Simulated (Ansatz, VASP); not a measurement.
One calculation of NaF, two programs

```xyz
2
Lattice="0.0000 2.3233 2.2652 2.3233 0.0000 2.2652 2.3233 2.3233 0.0000" Properties=species:S:1:pos:R:3 pbc="T T T"
Na    0.0000    0.0000    0.0000
F     2.3233    2.3233    2.2652
```

Change from the starting cell: strain +0.000 along x and y, -0.025 along z, atoms carried along.

Alike in both runs: task single point; functional PBE; k mesh 8 × 8 × 8; occupations gaussian, width 0.05 eV; no spin polarisation.

|  | VASP | Ansatz |
| --- | --- | --- |
| version | VASP 6.6.1 | Ansatz 0.2.0 |
| potentials or method | VASP PAW PBE potentials, release 64 (Na_pv, F), cutoff 520 eV | scalar-relativistic, plane waves, PAW |
| valence electrons in the cell | 14 | 16 |

|  | VASP | Ansatz | Ansatz less VASP |
| --- | --- | --- | --- |
| gap on the k mesh at the Fermi level (eV) | 6.39 | 6.41 | +0.017 |
| least direct gap on the mesh (eV) | 6.39 | 6.41 | +0.017 |
| pressure (GPa) | 3.1 | 3.2 | +0.11 |
| traceless stress, the component that is largest in VASP (GPa) | 1.73 | 1.67 | -0.057 |

The functional is the same, so the differences come from potentials, cutoffs and numerics. VASP's potentials hold 14 valence electrons a cell and Ansatz's 16, so a difference there can come from the potentials and not from the codes.
